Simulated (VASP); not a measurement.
# SnO2 in VASP: single point with PBEsol

Aim: the single point of SnO2 with PBEsol.

Program: VASP 6.6.1. These are calculated values, not measurements. Logs are shortened: lines on timing, memory, paths and dates and some standing lists are left out, and cuts for length are marked.

## 1. The cell of the first run

The cell holds a slab with vacuum, 30 atoms: a = 4.769 Å, b = 5.750 Å, c = 27.505 Å, α = 90.00°, β = 90.00°, γ = 90.00°.

## 2. Single point, PBEsol

Contents of INCAR:

```
SYSTEM = SnO2
PREC = Accurate ; ENCUT = 520
EDIFF = 1E-7 ; ISMEAR = 0
SIGMA = 0.05 ; LREAL = Auto
LASPH = .TRUE. ; NELM = 80
ALGO = Fast ; ISIF = 2
LWAVE = .FALSE. ; LCHARG = .FALSE.
LDIPOL = .TRUE. ; IDIPOL = 3
DIPOL = 0.5 0.5 0.501 ; GGA = PS
NBANDS = 151 ; KPAR = 4
```

Contents of KPOINTS:

```
regular mesh
0
G
  6 5 1
  0 0 0
```

Contents of POSCAR:

```
SnO2
1.0
    4.7689689531      0.0000000000      0.0000000000
    0.0000000000      5.7498216037      0.0000000000
    0.0000000000      0.0000000000     27.5046751998
O Sn
20 10
Direct
    0.6937234957      0.2106948553      0.2726809150
    0.8062765043      0.7106948553      0.2726809150
    0.1937234957      0.9772288095      0.3102093700
    0.3062765043      0.4772288095      0.3102093700
    0.6937234957      0.8986185202      0.3695417911
    0.8062765043      0.3986185202      0.3695417911
    0.1937234957      0.6651524744      0.4070702461
    0.3062765043      0.1651524744      0.4070702461
    0.6937234957      0.5865421850      0.4664026672
    0.8062765043      0.0865421850      0.4664026672
    0.1937234957      0.3530761392      0.5039311222
    0.3062765043      0.8530761392      0.5039311222
    0.6937234957      0.2744658499      0.5632635433
    0.8062765043      0.7744658499      0.5632635433
    0.1937234957      0.0409998041      0.6007919984
    0.3062765043      0.5409998041      0.6007919984
    0.6937234957      0.9623895147      0.6601244194
    0.8062765043      0.4623895147      0.6601244194
    0.1937234957      0.7289234689      0.6976528745
    0.3062765043      0.2289234689      0.6976528745
    0.0000000000      0.6879236648      0.3398755806
    0.5000000000      0.1879236648      0.3398755806
    0.0000000000      0.3758473297      0.4367364567
    0.5000000000      0.8758473297      0.4367364567
    0.0000000000      0.0637709945      0.5335973328
    0.5000000000      0.5637709945      0.5335973328
    0.0000000000      0.7516946594      0.6304582089
    0.5000000000      0.2516946594      0.6304582089
    0.0000000000      0.4396183242      0.7273190850
    0.5000000000      0.9396183242      0.7273190850
```

Potentials or basis: VASP PAW PBE potentials, release 64 (O, Sn_d).

The run is started by

```console
> cat potpaw_PBE.64/O/POTCAR potpaw_PBE.64/Sn_d/POTCAR > POTCAR
> mpirun -np 4 vasp_std > vasp.out
```

OUTCAR:

```text
SYSTEM = SnO2
   PREC = Accurate
   ENCUT = 520
   EDIFF = 1E-7
   ISMEAR = 0
   LREAL = Auto
   LASPH = .TRUE.
   NELM = 80
   ISIF = 2
   GGA = PS

 ion  position               nearest neighbor table
   1  0.694  0.211  0.273-  22 2.07
   2  0.806  0.711  0.273-  21 2.07
   3  0.194  0.977  0.310-  22 2.07  21 2.07
   4  0.306  0.477  0.310-  21 2.07  22 2.07
   5  0.694  0.899  0.370-  21 2.07  22 2.07  24 2.07
   6  0.806  0.399  0.370-  22 2.07  21 2.07  23 2.07
   7  0.194  0.665  0.407-  24 2.07  21 2.07  23 2.07
   8  0.306  0.165  0.407-  23 2.07  22 2.07  24 2.07
   9  0.694  0.587  0.466-  23 2.07  24 2.07  26 2.07
  10  0.806  0.087  0.466-  24 2.07  23 2.07  25 2.07
[... 8 lines left out ...]
  19  0.194  0.729  0.698-  30 2.07  29 2.07  27 2.07
  20  0.306  0.229  0.698-  29 2.07  30 2.07  28 2.07
  21  0.000  0.688  0.340-   5 2.07   4 2.07   7 2.07   6 2.07   3 2.07   2 2.07  23 3.21  24 3.74
                            24 3.74  22 3.74  22 3.74  22 3.74  22 3.74
  22  0.500  0.188  0.340-   6 2.07   3 2.07   8 2.07   5 2.07   4 2.07   1 2.07  24 3.21  23 3.74
                            23 3.74  21 3.74  21 3.74  21 3.74  21 3.74
  23  0.000  0.376  0.437-   9 2.07   8 2.07  11 2.07  10 2.07   7 2.07   6 2.07  21 3.21  25 3.21
                            26 3.74  26 3.74  22 3.74  22 3.74  24 3.74  24 3.74  24 3.74  24 3.74
  24  0.500  0.876  0.437-  10 2.07   7 2.07  12 2.07   9 2.07   8 2.07   5 2.07  22 3.21  26 3.21
                            25 3.74  25 3.74  21 3.74  21 3.74  23 3.74  23 3.74  23 3.74  23 3.74
  25  0.000  0.064  0.534-  13 2.07  12 2.07  14 2.07  11 2.07  15 2.07  10 2.07  27 3.21  23 3.21
                            24 3.74  24 3.74  28 3.74  28 3.74  26 3.74  26 3.74  26 3.74  26 3.74
  26  0.500  0.564  0.534-  14 2.07  11 2.07  13 2.07  12 2.07  16 2.07   9 2.07  28 3.21  24 3.21
                            23 3.74  23 3.74  27 3.74  27 3.74  25 3.74  25 3.74  25 3.74  25 3.74
  27  0.000  0.752  0.630-  17 2.07  16 2.07  18 2.07  15 2.07  14 2.07  19 2.07  25 3.21  29 3.21
                            30 3.74  30 3.74  26 3.74  26 3.74  28 3.74  28 3.74  28 3.74  28 3.74
  28  0.500  0.252  0.630-  18 2.07  15 2.07  17 2.07  16 2.07  13 2.07  20 2.07  26 3.21  30 3.21
                            29 3.74  29 3.74  25 3.74  25 3.74  27 3.74  27 3.74  27 3.74  27 3.74
  29  0.000  0.440  0.727-  20 2.07  19 2.07  18 2.07  27 3.21  28 3.74  28 3.74  30 3.74  30 3.74
                            30 3.74  30 3.74
  30  0.500  0.940  0.727-  19 2.07  20 2.07  17 2.07  28 3.21  27 3.74  27 3.74  29 3.74  29 3.74
                            29 3.74  29 3.74

  LATTYP: Found a simple orthorhombic cell.
 ALAT       =     4.7689689531
 B/A-ratio  =     1.2056739434
 C/A-ratio  =     5.7674259301

  Lattice vectors:

 A1 = (   4.7689689531,   0.0000000000,   0.0000000000)
 A2 = (   0.0000000000,   5.7498216037,   0.0000000000)
 A3 = (   0.0000000000,   0.0000000000,  27.5046751998)

Analysis of symmetry for initial positions (statically):
=====================================================================
 Subroutine PRICEL returns:
 Original cell was already a primitive cell.

 Routine SETGRP: Setting up the symmetry group for a
 simple orthorhombic supercell.

 Subroutine GETGRP returns: Found  2 space group operations
 (whereof  1 operations were pure point group operations)
 out of a pool of  8 trial point group operations.

The static configuration has the point symmetry C_1 .
 The point group associated with its full space group is C_1h.

Analysis of symmetry for dynamics (positions and initial velocities):
=====================================================================
 Subroutine PRICEL returns:
 Original cell was already a primitive cell.

 Routine SETGRP: Setting up the symmetry group for a
 simple orthorhombic supercell.

 Subroutine GETGRP returns: Found  2 space group operations
 (whereof  1 operations were pure point group operations)
 out of a pool of  8 trial point group operations.

The dynamic configuration has the point symmetry C_1 .
 The point group associated with its full space group is C_1h.

 Subroutine INISYM returns: Found  2 space group operations
 (whereof  1 operations are pure point group operations),
 and found     1 'primitive' translations

----------------------------------------------------------------------------------------

                                     Primitive cell

  volume of cell :     754.1980

  direct lattice vectors                    reciprocal lattice vectors
[... 91 lines left out ...]
     0.000000000  0.000000000  0.000000000

 Subroutine IBZKPT returns following result:
 ===========================================

 Found     12 irreducible k-points:

 Following reciprocal coordinates:
            Coordinates               Weight
  0.000000  0.000000  0.000000      1.000000
  0.166667  0.000000  0.000000      2.000000
  0.333333  0.000000  0.000000      2.000000
  0.500000  0.000000  0.000000      1.000000
  0.000000  0.200000  0.000000      2.000000
  0.166667  0.200000  0.000000      4.000000
  0.333333  0.200000  0.000000      4.000000
  0.500000  0.200000  0.000000      2.000000
  0.000000  0.400000  0.000000      2.000000
  0.166667  0.400000  0.000000      4.000000
  0.333333  0.400000  0.000000      4.000000
  0.500000  0.400000  0.000000      2.000000
   k-points           NKPTS =     12   k-points in BZ     NKDIM =     12   number of bands    NBANDS=    151
   number of dos      NEDOS =    301   number of ions     NIONS =     30
   total plane-waves  NPLWV = 362880
   dimension x,y,z NGX =    36 NGY =   48 NGZ =  210
   dimension x,y,z NGXF=    72 NGYF=   96 NGZF=  420
   ions per type =              20  10
   NGX,Y,Z   is equivalent  to a cutoff of  12.55, 13.88, 12.69 a.u.
   NGXF,Y,Z  is equivalent  to a cutoff of  25.10, 27.76, 25.39 a.u.
 SYSTEM =  SnO2
   PREC   = accura    normal or accurate (medium, high low for compatibility)
   ISTART =      0    job   : 0-new  1-cont  2-samecut
   ICHARG =      2    charge: 1-file 2-atom 10-const
   ISPIN  =      1    spin polarized calculation?
   LNONCOLLINEAR =      F non collinear calculations
   LSORBIT =      F    spin-orbit coupling
   LASPH  =      T    aspherical Exc in radial PAW
   ENCUT  =  520.0 eV  38.22 Ry    6.18 a.u.   8.87 10.69 51.14*2*pi/ulx,y,z
   NELM   =     80;   NELMIN=  2; NELMDL= -5     # of ELM steps
   EDIFF  = 0.1E-06   stopping-criterion for ELM
   LREAL  =      T    real-space projection
   EDIFFG = 0.1E-05   stopping-criterion for IOM
   NSW    =      0    number of steps for IOM
   IBRION =     -1    ionic relax: 0-MD 1-quasi-New 2-CG
   NFREE  =      0    steps in history (QN), initial steepest desc. (CG)
   ISIF   =      2    stress and relaxation
   ISYM   =      2    0-nonsym 1-usesym 2-fastsym
   POTIM  = 0.5000    time-step for ionic-motion
   TEBEG  =    0.0;   TEEND  =   0.0 temperature during run
   PSTRESS=    0.0 pullay stress
   NELECT =     260.0000    total number of electrons
   NUPDOWN=      -1.0000    fix difference up-down
   EMIN   =  10.00;   EMAX   =-10.00  energy-range for DOS
   EFERMI =   0.00;   METHOD = LEGACY
   ISMEAR =     0;   SIGMA  =   0.05  broadening in eV -4-tet -1-fermi 0-gaus
   EFERMI_NEDOS =   21; number of points for ismear=-14 and -15
   IALGO  =     68    algorithm
   IMIX   =      4    mixing-type and parameters
     AMIX     =   0.40;   BMIX     =  1.00
     AMIX_MAG =   1.60;   BMIX_MAG =  1.00
  volume/ion in A,a.u.               =      25.14       169.65
  Fermi-wavevector in a.u.,A,eV,Ry     =   1.147900  2.169217 17.928057  1.317675
  Thomas-Fermi vector in A             =   2.284578
   LORBIT       =      0    0 simple, 1 ext, 2 COOP (PROOUT), +10 PAW based schemes
   GGA     = PS    functional components
   LHFCALC =     F    Hartree Fock is set to
   AEXX    =    0.0000 exact exchange contribution
   IVDW    =     0    specifies the selected vdW correction
   LEPSILON=     F    determine dielectric tensor
   LRPA    =     F    only Hartree local field effects (RPA)
 non-spin polarized calculation
 RMM-DIIS sequential band-by-band and
 Gauss-broadening in eV      SIGMA  =   0.05
  energy-cutoff  :      520.00
  volume of cell :      754.20
 maximum number of plane-waves:     20378
 NGX is ok and might be reduce to    36
   NGX = 17   NGY = 21   NGZ =103

 number of electron     260.0000008 magnetization

 dipolmoment           0.000000      0.000000     -0.631625 electrons x Angstroem

 Free energy of the ion-electron system (eV)
  ---------------------------------------------------
  ext. energy  EPLUGINS =         0.00000000
  ---------------------------------------------------
  free energy    TOTEN  =      -184.89032173 eV

  energy without entropy =     -184.86618815  energy(sigma->0) =     -184.87825494

 E-fermi :  -0.9853     XC(G=0):  -6.1833

 val. band max:       -0.9884744734   @ k =   0.0000   0.4000   0.0000
 cond. band min:      -0.9818742205   @ k =   0.0000   0.4000   0.0000
 fundamental gap:      0.0066002528
 Fermi energy:        -0.9853208042

 k-point     1 :       0.0000    0.0000    0.0000
  band No.  band energies     occupation
      1     -22.2606      2.00000
      2     -22.1476      2.00000
      3     -22.1295      2.00000
      4     -21.9006      2.00000
      5     -21.8158      2.00000
      6     -21.8103      2.00000
[... 1729 lines left out ...]
    141       4.8212      0.00000
    142       4.8860      0.00000
 [bands above 142 left out]

------------------------ aborting loop because EDIFF is reached ----------------------------------------

 vacuum level on the upper side and lower side of the slab       (xc-potential included)        -2.049         2.039

  FORCE on cell =-STRESS in cart. coord.  units (eV):
  Direction    XX          YY          ZZ          XY          YZ          ZX
  --------------------------------------------------------------------------------------
  -------------------------------------------------------------------------------------
  Total        1.1838531     -0.0577712      2.8446673      0.0000000     -0.5186406      0.0000000
  in kB        2.5149133     -0.1227261      6.0430569      0.0000000     -1.1017720      0.0000000
  external PRESSURE =       2.8117480 kB  Pullay stress =       0.0000000 kB

 VOLUME and BASIS-vectors are now :
 -----------------------------------------------------------------------------
  energy-cutoff  :      520.00
  volume of cell :      754.20
      direct lattice vectors                 reciprocal lattice vectors
     4.768968953  0.000000000  0.000000000     0.209688931  0.000000000  0.000000000
     0.000000000  5.749821604  0.000000000     0.000000000  0.173918439  0.000000000
     0.000000000  0.000000000 27.504675200     0.000000000  0.000000000  0.036357455

 POSITION                                       TOTAL-FORCE (eV/Angst)
 -----------------------------------------------------------------------------------
      3.30835      1.21146      7.50000         0.136612     -0.200031      0.502866
      3.84511      4.08637      7.50000        -0.136612     -0.200031      0.502866
      0.92386      5.61889      8.53221        -0.344172     -0.139858      0.120892
      1.46062      2.74398      8.53221         0.344172     -0.139858      0.120892
      3.30835      5.16690     10.16413        -0.054157     -0.066771      0.403124
      3.84511      2.29199     10.16413         0.054157     -0.066771      0.403124
[... 22 lines left out ...]
      0.00000      2.52773     20.00468        -0.274142     -0.333296      0.476494
      2.38448      5.40264     20.00468         0.274142     -0.333296      0.476494
 -----------------------------------------------------------------------------------
    total drift:                               -0.000000      0.040722     -0.007975

  FREE ENERGIE OF THE ION-ELECTRON SYSTEM (eV)
  ---------------------------------------------------
  free  energy   TOTEN  =      -184.8903217344 eV

  energy  without entropy=     -184.8661881461  energy(sigma->0) =     -184.87825494

 vacuum level on the upper side and lower side of the slab         4.364         8.532
```

Run time: 39 min. Hardware: 4 MPI ranks of Oxide Virtual Turin-like, shared host; peak memory 1.3 GiB.

What came out:

| Item | Value |
| --- | --- |
| Free energy | -184.8903 eV |
| Largest force | 1.388 eV/Å |
| Band gap on the k mesh | zero (bands 130 and 131 overlap by 0.11 eV) |

Forces on the atoms (eV/Å):
```
O    0.137 -0.200  0.503
O   -0.137 -0.200  0.503
O   -0.344 -0.140  0.121
O    0.344 -0.140  0.121
O   -0.054 -0.067  0.403
O    0.054 -0.067  0.403
O    0.073 -0.012  0.352
O   -0.073 -0.012  0.352
O   -0.010 -0.024  0.137
O    0.010 -0.024  0.137
O    0.038  0.001  0.149
O   -0.038  0.001  0.149
O   -0.006 -0.022  0.148
O    0.006 -0.022  0.148
O    0.030 -0.008  0.179
O   -0.030 -0.008  0.179
O    0.110  0.152 -0.031
O   -0.110  0.152 -0.031
O   -0.108  0.141  0.066
O    0.108  0.141  0.066
Sn   0.087  0.434 -1.316
Sn  -0.087  0.434 -1.316
Sn   0.038  0.013 -0.303
Sn  -0.038  0.013 -0.303
Sn   0.015  0.011 -0.286
Sn  -0.015  0.011 -0.286
Sn  -0.039  0.053 -0.600
Sn   0.039  0.053 -0.600
Sn  -0.274 -0.333  0.476
Sn   0.274 -0.333  0.476
```

Caveat: the PAW data sets were made with another functional, which shifts forces and pressure a little; spin-orbit coupling is left out, which moves the levels of the heavy elements.
